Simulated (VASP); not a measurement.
# Te2Mo in VASP: single point with PBE

Aim: the single point of Te2Mo with PBE.

Program: VASP 6.6.1. These are calculated values, not measurements. Logs are shortened: lines on timing, memory, paths and dates and some standing lists are left out, and cuts for length are marked.

## 1. The cell of the first run

The cell holds a slab with vacuum, 12 atoms: a = 3.518 Å, b = 3.518 Å, c = 44.566 Å, α = 90.00°, β = 90.00°, γ = 120.00°.

## 2. Single point, PBE

The input, INCAR:

```
PREC     = Accurate       # precision mode
ENCUT    = 400            # plane-wave cutoff, eV
EDIFF    = 1E-6           # SCF threshold, eV
ISMEAR   = 0              # smearing method
SIGMA    = 0.05           # smearing width, eV
LREAL    = F              # projectors in reciprocal space
LASPH    = T              # aspherical terms in the spheres
NELM     = 120            # most SCF steps
ALGO     = Normal         # electronic algorithm
ISIF     = 2              # what is computed and relaxed
LWAVE    = F              # write WAVECAR
LCHARG   = F              # write CHGCAR
LDIPOL   = T            
IDIPOL   = 3            
DIPOL    = 0.5 0.5 0.507
GGA      = PE             # functional
NBANDS   = 64             # bands
GGA_COMPAT= F            
NELMDL   = -8
```

The input, KPOINTS:

```
Automatic mesh
0
Gamma
  18 18 1
```

The input, POSCAR:

```
Te2Mo
1.0
    3.5181997500      0.0000000000      0.0000000000
   -1.7590998800      3.0468503600      0.0000000000
    0.0000000000      0.0000000000     44.5655888181
Te Mo
8 4
Direct
    0.3333333338      0.6666666666      0.2243883737
    0.3333333338      0.6666666666      0.3052846176
    0.6666666672      0.3333333338      0.3811640433
    0.6666666672      0.3333333338      0.4620602872
    0.3333333338      0.6666666666      0.5466863942
    0.3333333338      0.6666666666      0.6284568150
    0.6666666672      0.3333333338      0.7142700417
    0.6666666672      0.3333333338      0.7960393234
    0.6666666672      0.3333333338      0.2648364957
    0.3333333338      0.6666666666      0.4216121652
    0.6666666672      0.3333333338      0.5875730841
    0.3333333338      0.6666666666      0.7551721390
```

Potentials or basis: VASP PAW PBE potentials, release 64 (Te, Mo_sv).

Command:

```
$ cat potpaw_PBE.64/Te/POTCAR potpaw_PBE.64/Mo_sv/POTCAR > POTCAR
$ mpirun -np 1 vasp_std > vasp.out
```

OUTCAR:

```text
PREC = Accurate
   ENCUT = 400
   EDIFF = 1E-6
   ISMEAR = 0
   LREAL = F
   LASPH = T
   NELM = 120
   ISIF = 2
   GGA = PE
   NELMDL = -8

 ion  position               nearest neighbor table
   1  0.333  0.667  0.224-   9 2.72   9 2.72   9 2.72   2 3.61
   2  0.333  0.667  0.305-   9 2.72   9 2.72   9 2.72   1 3.61
   3  0.667  0.333  0.381-  10 2.72  10 2.72  10 2.72   4 3.61
   4  0.667  0.333  0.462-  10 2.72  10 2.72  10 2.72   3 3.61
   5  0.333  0.667  0.547-  11 2.73  11 2.73  11 2.73   6 3.64
   6  0.333  0.667  0.628-  11 2.73  11 2.73  11 2.73   5 3.64
   7  0.667  0.333  0.714-  12 2.73  12 2.73  12 2.73   8 3.64
   8  0.667  0.333  0.796-  12 2.73  12 2.73  12 2.73   7 3.64
   9  0.667  0.333  0.265-   2 2.72   2 2.72   2 2.72   1 2.72   1 2.72   1 2.72
  10  0.333  0.667  0.422-   3 2.72   3 2.72   3 2.72   4 2.72   4 2.72   4 2.72
  11  0.667  0.333  0.588-   6 2.73   6 2.73   6 2.73   5 2.73   5 2.73   5 2.73
  12  0.333  0.667  0.755-   8 2.73   8 2.73   8 2.73   7 2.73   7 2.73   7 2.73

  LATTYP: Found a hexagonal cell.
 ALAT       =     3.5181997500
 C/A-ratio  =    12.6671570647

  Lattice vectors:

 A1 = (   3.5181997500,   0.0000000000,   0.0000000000)
 A2 = (  -1.7590998800,   3.0468503600,   0.0000000000)
 A3 = (   0.0000000000,   0.0000000000,  44.5655888181)

Analysis of symmetry for initial positions (statically):
=====================================================================
 Subroutine PRICEL returns:
 Original cell was already a primitive cell.

 Routine SETGRP: Setting up the symmetry group for a
 hexagonal supercell.

 Subroutine GETGRP returns: Found  6 space group operations
 (whereof  6 operations were pure point group operations)
 out of a pool of 24 trial point group operations.

The static configuration has the point symmetry C_3v.

Analysis of symmetry for dynamics (positions and initial velocities):
=====================================================================
 Subroutine PRICEL returns:
 Original cell was already a primitive cell.

 Routine SETGRP: Setting up the symmetry group for a
 hexagonal supercell.

 Subroutine GETGRP returns: Found  6 space group operations
 (whereof  6 operations were pure point group operations)
 out of a pool of 24 trial point group operations.

The dynamic configuration has the point symmetry C_3v.

 Subroutine INISYM returns: Found  6 space group operations
 (whereof  6 operations are pure point group operations),
 and found     1 'primitive' translations

----------------------------------------------------------------------------------------

                                     Primitive cell

  volume of cell :     477.7176

  direct lattice vectors                    reciprocal lattice vectors
     3.518199750  0.000000000  0.000000000     0.284236277  0.164103892  0.000000000
    -1.759099880  3.046850360  0.000000000     0.000000000  0.328207782  0.000000000
     0.000000000  0.000000000 44.565588818     0.000000000  0.000000000  0.022438837

  length of vectors
     3.518199750  3.518199753 44.565588818     0.328207783  0.328207782  0.022438837

  position of ions in fractional coordinates (direct lattice)
     0.333333334  0.666666667  0.224388374
     0.333333334  0.666666667  0.305284618
     0.666666667  0.333333334  0.381164043
     0.666666667  0.333333334  0.462060287
     0.333333334  0.666666667  0.546686394
     0.333333334  0.666666667  0.628456815
     0.666666667  0.333333334  0.714270042
     0.666666667  0.333333334  0.796039323
     0.666666667  0.333333334  0.264836496
     0.333333334  0.666666667  0.421612165
     0.666666667  0.333333334  0.587573084
     0.333333334  0.666666667  0.755172139

  ion indices of the primitive-cell ions
   primitive index   ion index
                 1           1
                 2           2
                 3           3
                 4           4
                 5           5
                 6           6
                 7           7
                 8           8
                 9           9
                10          10
                11          11
                12          12

----------------------------------------------------------------------------------------

 KPOINTS: Automatic mesh

Automatic generation of k-mesh.
 Grid dimensions read from file:
 generate k-points for:   18   18    1

 Generating k-lattice:

  Cartesian coordinates                     Fractional coordinates (reciprocal lattice)
     0.015790904  0.009116883  0.000000000     0.055555556 -0.000000000  0.000000000
     0.000000000  0.018233766  0.000000000     0.000000000  0.055555556  0.000000000
     0.000000000  0.000000000  0.022438837     0.000000000  0.000000000  1.000000000

  Length of vectors
     0.018233766  0.018233766  0.022438837

  Shift w.r.t. Gamma in fractional coordinates (k-lattice)
     0.000000000  0.000000000  0.000000000

 Subroutine IBZKPT returns following result:
 ===========================================

 Found     37 irreducible k-points:

 Following reciprocal coordinates:
            Coordinates               Weight
  0.000000  0.000000  0.000000      1.000000
  0.055556  0.000000  0.000000      6.000000
  0.111111  0.000000  0.000000      6.000000
  0.166667  0.000000  0.000000      6.000000
  0.222222  0.000000  0.000000      6.000000
  0.277778  0.000000  0.000000      6.000000
[... 16 lines left out ...]
  0.333333  0.111111  0.000000     12.000000
  0.388889  0.111111  0.000000     12.000000
 [... further k-points ...]
   k-points           NKPTS =     37   k-points in BZ     NKDIM =     37   number of bands    NBANDS=     64
   number of dos      NEDOS =    301   number of ions     NIONS =     12
   total plane-waves  NPLWV = 169344
   dimension x,y,z NGX =    24 NGY =   24 NGZ =  294
   dimension x,y,z NGXF=    48 NGYF=   48 NGZF=  588
   ions per type =               8   4
   NGX,Y,Z   is equivalent  to a cutoff of  11.34, 11.34, 10.97 a.u.
   NGXF,Y,Z  is equivalent  to a cutoff of  22.68, 22.68, 21.93 a.u.
 SYSTEM =  unknown system
   PREC   = accura    normal or accurate (medium, high low for compatibility)
   ISTART =      0    job   : 0-new  1-cont  2-samecut
   ICHARG =      2    charge: 1-file 2-atom 10-const
   ISPIN  =      1    spin polarized calculation?
   LNONCOLLINEAR =      F non collinear calculations
   LSORBIT =      F    spin-orbit coupling
   LASPH  =      T    aspherical Exc in radial PAW
   ENCUT  =  400.0 eV  29.40 Ry    5.42 a.u.   5.74  5.74 72.68*2*pi/ulx,y,z
   NELM   =    120;   NELMIN=  2; NELMDL= -8     # of ELM steps
   EDIFF  = 0.1E-05   stopping-criterion for ELM
   LREAL  =      F    real-space projection
   EDIFFG = 0.1E-04   stopping-criterion for IOM
   NSW    =      0    number of steps for IOM
   IBRION =     -1    ionic relax: 0-MD 1-quasi-New 2-CG
   NFREE  =      0    steps in history (QN), initial steepest desc. (CG)
   ISIF   =      2    stress and relaxation
   ISYM   =      2    0-nonsym 1-usesym 2-fastsym
   POTIM  = 0.5000    time-step for ionic-motion
   TEBEG  =    0.0;   TEEND  =   0.0 temperature during run
   PSTRESS=    0.0 pullay stress
   NELECT =     104.0000    total number of electrons
   NUPDOWN=      -1.0000    fix difference up-down
   EMIN   =  10.00;   EMAX   =-10.00  energy-range for DOS
   EFERMI =   0.00;   METHOD = LEGACY
   ISMEAR =     0;   SIGMA  =   0.05  broadening in eV -4-tet -1-fermi 0-gaus
   EFERMI_NEDOS =   21; number of points for ismear=-14 and -15
   IALGO  =     38    algorithm
   IMIX   =      4    mixing-type and parameters
     AMIX     =   0.40;   BMIX     =  1.00
     AMIX_MAG =   1.60;   BMIX_MAG =  1.00
  volume/ion in A,a.u.               =      39.81       268.65
  Fermi-wavevector in a.u.,A,eV,Ry     =   0.984832  1.861063 13.196212  0.969894
  Thomas-Fermi vector in A             =   2.116094
   LORBIT       =      0    0 simple, 1 ext, 2 COOP (PROOUT), +10 PAW based schemes
   GGA     = PE    functional components
   LHFCALC =     F    Hartree Fock is set to
   AEXX    =    0.0000 exact exchange contribution
   IVDW    =     0    specifies the selected vdW correction
   LEPSILON=     F    determine dielectric tensor
   LRPA    =     F    only Hartree local field effects (RPA)
 non-spin polarized calculation
 Gauss-broadening in eV      SIGMA  =   0.05
  energy-cutoff  :      400.00
  volume of cell :      477.72
 maximum number of plane-waves:      8728
 NGX is ok and might be reduce to    24
   NGX = 11   NGY = 11   NGZ =145

 dipolmoment           0.000000      0.000000     -0.000010 electrons x Angstroem

 number of electron     104.0000018 magnetization

 dipolmoment           0.000000      0.000000      0.000163 electrons x Angstroem

 Free energy of the ion-electron system (eV)
  ---------------------------------------------------
  ext. energy  EPLUGINS =         0.00000000
  ---------------------------------------------------
  free energy    TOTEN  =       -72.05233244 eV

  energy without entropy =      -72.05233244  energy(sigma->0) =      -72.05233244

 E-fermi :   3.6366     XC(G=0):  -6.8993

 val. band max:        3.2868570680   @ k =   0.0000   0.0000   0.0000
 cond. band min:       4.1802816198   @ k =   0.2222   0.1667   0.0000
 fundamental gap:      0.8934245519
 Fermi energy:         3.6365548096

 k-point     1 :       0.0000    0.0000    0.0000
  band No.  band energies     occupation
      1     -57.4613      2.00000
      2     -57.4602      2.00000
      3     -57.4504      2.00000
      4     -57.4481      2.00000
      5     -31.6325      2.00000
      6     -31.6316      2.00000
[... 56 lines left out ...]
     63       6.6136      0.00000
     64       6.6543      0.00000

 k-point     2 :       0.0556    0.0000    0.0000
  band No.  band energies     occupation
      1     -57.4610      2.00000
      2     -57.4599      2.00000
      3     -57.4501      2.00000
      4     -57.4479      2.00000
      5     -31.6316      2.00000
      6     -31.6307      2.00000
[... 56 lines left out ...]
     63       6.4189      0.00000
     64       6.4240      0.00000

 k-point     3 :       0.1111    0.0000    0.0000
  band No.  band energies     occupation
      1     -57.4602      2.00000
      2     -57.4591      2.00000
      3     -57.4493      2.00000
      4     -57.4470      2.00000
      5     -31.6291      2.00000
      6     -31.6282      2.00000
[... 1396 lines left out ...]
     63       5.9860      0.00000
     64       6.1564      0.00000

 k-point    24 :       0.3889    0.1111    0.0000
  band No.  band energies     occupation
      1     -57.4516      2.00000
      2     -57.4505      2.00000
      3     -57.4408      2.00000
      4     -57.4385      2.00000
      5     -31.6288      2.00000
      6     -31.6272      2.00000
[... 56 lines left out ...]
     63       6.1146      0.00000
     64       6.2479      0.00000

 [... further k-points ...]

------------------------ aborting loop because EDIFF is reached ----------------------------------------

 vacuum level on the upper side and lower side of the slab       (xc-potential included)        -0.130        -0.098

  FORCE on cell =-STRESS in cart. coord.  units (eV):
  Direction    XX          YY          ZZ          XY          YZ          ZX
  --------------------------------------------------------------------------------------
  -------------------------------------------------------------------------------------
  Total        3.5501110      3.5501110      2.5389389     -0.0000000      0.0000000     -0.0000000
  in kB       11.9064212     11.9064212      8.5151354     -0.0000000      0.0000000     -0.0000000
  external PRESSURE =      10.7759926 kB  Pullay stress =       0.0000000 kB

 VOLUME and BASIS-vectors are now :
 -----------------------------------------------------------------------------
  energy-cutoff  :      400.00
  volume of cell :      477.72
      direct lattice vectors                 reciprocal lattice vectors
     3.518199750  0.000000000  0.000000000     0.284236277  0.164103892  0.000000000
    -1.759099880  3.046850360  0.000000000     0.000000000  0.328207782  0.000000000
     0.000000000  0.000000000 44.565588818     0.000000000  0.000000000  0.022438837

 POSITION                                       TOTAL-FORCE (eV/Angst)
 -----------------------------------------------------------------------------------
     -0.00000      2.03123     10.00000         0.000000     -0.000000     -0.272897
     -0.00000      2.03123     13.60519         0.000000     -0.000000      0.199221
      1.75910      1.01562     16.98680         0.000000     -0.000000     -0.197475
      1.75910      1.01562     20.59199         0.000000     -0.000000      0.269584
     -0.00000      2.03123     24.36340         0.000000     -0.000000     -0.006295
     -0.00000      2.03123     28.00755         0.000000     -0.000000      0.012109
      1.75910      1.01562     31.83186         0.000000     -0.000000     -0.005601
      1.75910      1.01562     35.47596         0.000000     -0.000000      0.017236
      1.75910      1.01562     11.80259         0.000000     -0.000000     -0.056200
     -0.00000      2.03123     18.78939         0.000000      0.000000      0.032987
      1.75910      1.01562     26.18554        -0.000000     -0.000000      0.002046
     -0.00000      2.03123     33.65469        -0.000000      0.000000      0.005284
 -----------------------------------------------------------------------------------
    total drift:                               -0.000014     -0.000006      0.000947

  FREE ENERGIE OF THE ION-ELECTRON SYSTEM (eV)
  ---------------------------------------------------
  free  energy   TOTEN  =       -72.0523324440 eV

  energy  without entropy=      -72.0523324440  energy(sigma->0) =      -72.05233244

 vacuum level on the upper side and lower side of the slab         7.901         7.908
```

Run time: 21 min. Hardware: 1 thread of AMD EPYC 9R45 (Zen 5), shared host; peak memory 0.75 GiB.

What came out:

```yaml
Free_energy: -72.0523 eV
Largest_force: 0.273 eV/Å
Band_gap_on_the_k_mesh: 0.89 eV (least direct gap 1.06 eV)
```

Forces in eV/Å, atoms in the order of the input:
```
Te   0.000  0.000 -0.273
Te   0.000  0.000  0.199
Te   0.000  0.000 -0.197
Te   0.000  0.000  0.270
Te   0.000  0.000 -0.006
Te   0.000  0.000  0.012
Te   0.000  0.000 -0.006
Te   0.000  0.000  0.017
Mo   0.000  0.000 -0.056
Mo   0.000  0.000  0.033
Mo   0.000  0.000  0.002
Mo   0.000  0.000  0.005
```

Levels at points of the mesh, in eV from the valence-band top:
```tsv
k point	band 49	band 50	band 51	band 52	band 53	band 54	band 55	band 56
(0.00, 0.00, 0.00)	-0.83	-0.45	-0.24	0.00	3.00	3.00	3.05	3.05
(0.50, 0.00, 0.00)	-0.46	-0.34	-0.31	-0.26	1.34	1.37	1.40	1.41
```

Caveat: spin-orbit coupling is left out, which moves the levels of the heavy elements.
